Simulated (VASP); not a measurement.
The system is Nb.

```
Nb
1.0
     2.94032    0.00000    0.00000
    -1.47016    2.54639    0.00000
     0.00000    0.00000    4.80154
Nb
2
Cartesian
  0.0000 1.6976 1.2004
  1.4702 0.8488 3.6012
```

| Property | Result |
| --- | --- |
| Program | VASP 6.6.1 |
| Task | relaxation of cell and atoms |
| Functional | PBEsol |
| Potentials or basis | VASP PAW PBE potentials, release 64 (Nb_sv) |
| Cutoff | 600 eV |
| k mesh | 12 × 12 × 7 |
| Occupations | fermi-dirac, width 0.1 eV |
| Spin | no spin polarisation |

At the start: pressure 0.4 GPa; volume 17.98 Å³/atom.

Task: How do energy, volume and symmetry change on relaxing?

Result: Over 12 steps the energy falls by 57.5 meV/atom and the volume is 18.03 Å³/atom (+0.3 %); space group P6_3/mmc (No. 194, to 0.05 Å).

Step by step:
```csv
step,energy change (eV),largest force (eV/Å),pressure (GPa),volume (Å³)
1,0.0000,0.0000,0.42,35.95
2,-0.0639,0.0000,-0.82,36.17
3,-0.0447,0.0000,-0.75,36.53
4,-0.1110,0.0000,-1.56,36.36
5,-0.1133,0.0000,-1.56,36.41
6,-0.1134,0.0000,-1.62,36.40
7,-0.1013,0.0000,4.50,35.21
8,-0.1150,0.0000,-0.14,36.09
9,-0.1150,0.0000,-0.10,36.08
10,-0.1150,0.0000,-0.06,36.07
11,-0.1151,0.0000,0.09,36.05
12,-0.1151,0.0000,0.07,36.05
```

Final structure:
```xyz
2
Lattice="2.8343 0.0000 0.0000 -1.4171 2.4545 0.0000 0.0000 0.0000 5.1821" Properties=species:S:1:pos:R:3 pbc="T T T"
Nb    0.0000    1.6364    1.2955
Nb    1.4171    0.8182    3.8866
```

Caveat: the PAW data sets were made with another functional, which shifts forces and pressure a little.
